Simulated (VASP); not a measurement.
The system is CsIr3.

```
Cs Ir
1.0
     4.17713    0.00000    0.00000
     0.00000    4.17713    0.00000
     0.00000    0.00000    4.17713
Cs Ir
1 3
Direct
  0.00000 0.00000 0.00000
  0.00000 0.50000 0.50000
  0.50000 0.00000 0.50000
  0.50000 0.50000 0.00000
```

- Program: VASP 6.6.1
- Task: relaxation of cell and atoms
- Functional: PBE
- Potentials or basis: VASP PAW PBE potentials, release 64 (Cs_sv, Ir)
- Cutoff: 600 eV
- k mesh: 12 × 12 × 12
- Occupations: gaussian, width 0.1 eV
- Spin: no spin polarisation

At the start: pressure 2.4 GPa; volume 18.22 Å³/atom.

Question: Where does the relaxation end?

Answer: Over 3 steps the energy falls by 2.3 meV/atom and the volume is 18.54 Å³/atom (+1.7 %); space group Pm-3m (No. 221, to 0.05 Å).

The path:
```tsv
step	energy change (eV)	largest force (eV/Å)	pressure (GPa)	volume (Å³)
1	0.0000	0.0000	2.35	72.88
2	0.0040	0.0000	-2.56	75.75
3	-0.0091	0.0000	0.01	74.16
```

Final structure:
```cif
data_structure
_symmetry_space_group_name_H-M 'P 1'
_symmetry_Int_Tables_number 1
_cell_length_a 4.2013
_cell_length_b 4.2013
_cell_length_c 4.2013
_cell_angle_alpha 90.000
_cell_angle_beta 90.000
_cell_angle_gamma 90.000
_cell_volume 74.16
loop_
_atom_site_label
_atom_site_type_symbol
_atom_site_fract_x
_atom_site_fract_y
_atom_site_fract_z
_atom_site_occupancy
Cs1 Cs 0.00000 0.00000 0.00000 1
Ir1 Ir 0.00000 0.50000 0.50000 1
Ir2 Ir 0.50000 0.00000 0.50000 1
Ir3 Ir 0.50000 0.50000 0.00000 1
```
